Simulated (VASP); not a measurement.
Set up this calculation in VASP 6.6.1, as the native input.

```yaml
Task: single point
Functional: PBEsol
Potentials_or_basis: VASP PAW PBE potentials, release 64 (Zn, Se)
Cutoff: 500 eV
k_mesh: 4 × 4 × 4
Occupations: fermi-dirac, width 0.02 eV
Spin: no spin polarisation
Dipole_correction: no
Further_INCAR_settings: ALGO = Normal; EDIFF = 1e-06; NBANDS = 16
```

The structure of ZnSe lies in POSCAR:

```
ZnSe
1.0
    3.3251530431      0.0000000000      0.0000000000
    0.0000000000      3.3251530431      0.0000000000
    0.0000000000      0.0000000000      3.3251530431
Zn Se
1 1
Direct
    0.0000000000      0.0000000000      0.0000000000
    0.5000000000      0.5000000000      0.5000000000
```

One way to write it, as run:

INCAR

```
PREC = Accurate ; ENCUT = 500
EDIFF = 1E-6 ; ISMEAR = -1
SIGMA = 0.02 ; LREAL = False
LASPH = True ; NELM = 120
ALGO = Normal ; ISIF = 2
LWAVE = False ; LCHARG = False
GGA = PS ; NBANDS = 16
GGA_COMPAT = False
```

KPOINTS

```
Automatic mesh
0
Gamma
  4 4 4
```

Potentials or basis: VASP PAW PBE potentials, release 64 (Zn, Se).

Command:

```sh
$ cat potpaw_PBE.64/Zn/POTCAR potpaw_PBE.64/Se/POTCAR > POTCAR
$ mpirun -np 1 vasp_std > vasp.out
```

It gave:

```yaml
Pressure: -0.8 GPa
Band_gap_on_the_k_mesh: zero (band 9 reaches 4.60 eV, above the bottom of band 10 at 2.71 eV)
```

Caveat: the k points lie up to 0.47 Å⁻¹ apart; the PAW data sets were made with another functional, which shifts forces and pressure a little.

Wall time 3 s on 1 thread of Intel(R) Xeon(R) 6975P-C (Granite Rapids), on a shared host, peak memory 0.13 GiB.
